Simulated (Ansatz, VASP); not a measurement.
**MgS: VASP beside Ansatz**

File POSCAR:

```
MgS
1.0
    0.0000000000      2.8308768389      2.8308768389
    2.8308768389      0.0000000000      2.8308768389
    2.8308768389      2.8308768389      0.0000000000
Mg S
1 1
Direct
    0.0000000000      0.0000000000      0.0000000000
    0.2500000000      0.2500000000      0.2500000000
```

INCAR.step1

```
  ALGO = Normal
  EDIFF = 1E-5
  ENCUT = 520
  GGA = PE
  ISIF = 2
  ISMEAR = 0
  LASPH = T
  LCHARG = F
  LREAL = F
  LWAVE = T
  NBANDS = 11
  NELM = 60
  PREC = Accurate
  SIGMA = 0.01
```

Contents of INCAR.step2:

```
  AEXX = 0.5
  ALGO = Normal
  EDIFF = 1E-7
  ENCUT = 520
  GGA = PE
  HFSCREEN = 0.1
  ISIF = 2
  ISMEAR = 0
  ISTART = 1
  LASPH = T
  LCHARG = F
  LHFCALC = T
  LREAL = F
  LWAVE = F
  NBANDS = 11
  NELM = 60
  PREC = Accurate
  PRECFOCK = Normal
  SIGMA = 0.01
```

KPOINTS

```
k-points
0
Gamma
  4 4 4
```

Input for Ansatz:

```yaml
crystal:
  lattice:
    - [0.0, 2.8308768389, 2.8308768389]
    - [2.8308768389, 0.0, 2.8308768389]
    - [2.8308768389, 2.8308768389, 0.0]
  atoms:
    - { symbol: Mg, position: [0.0, 0.0, 0.0] }
    - { symbol: S, position: [0.25, 0.25, 0.25] }
kpoints:
  mp_grid: { grid: [4, 4, 4] }
hamiltonian:
  xc: { exchange: pbe, correlation: pbe, exx: { coeff: 0.5, omega: 0.1 } }
scf:
  occupations: { method: fixed }
  n_extra_bands: 4
output:
  forces: true
  stress: true
  eigenvalues: true
```

Alike in both runs: task single point; functional PBE-based screened hybrid; k mesh 4 × 4 × 4; no spin polarisation.

|  | VASP | Ansatz |
| --- | --- | --- |
| version | VASP 6.6.1 | Ansatz 0.2.0 |
| potentials or method | VASP PAW PBE potentials, release 64 (Mg, S) | plane waves |
| plane-wave cutoff (eV) | 520 | 420 |
| occupations | gaussian, width 0.01 eV | fixed |
| valence electrons in the cell | 8 | 16 |

```csv
,VASP,Ansatz,Ansatz less VASP
gap on the k mesh at the Fermi level (eV),6.32,6.32,-0.005
pressure (GPa),-1.3,-1.0,+0.35
```

VASP's potentials were made for PBE, not for PBE-based screened hybrid. VASP's potentials hold 8 valence electrons a cell and Ansatz's 16, so a difference there can come from the potentials and not from the codes. Ansatz's warnings: stress exchange threshold loose, stress scf threshold loose.

The k mesh is coarse, so the values compare programs but aren't converged.
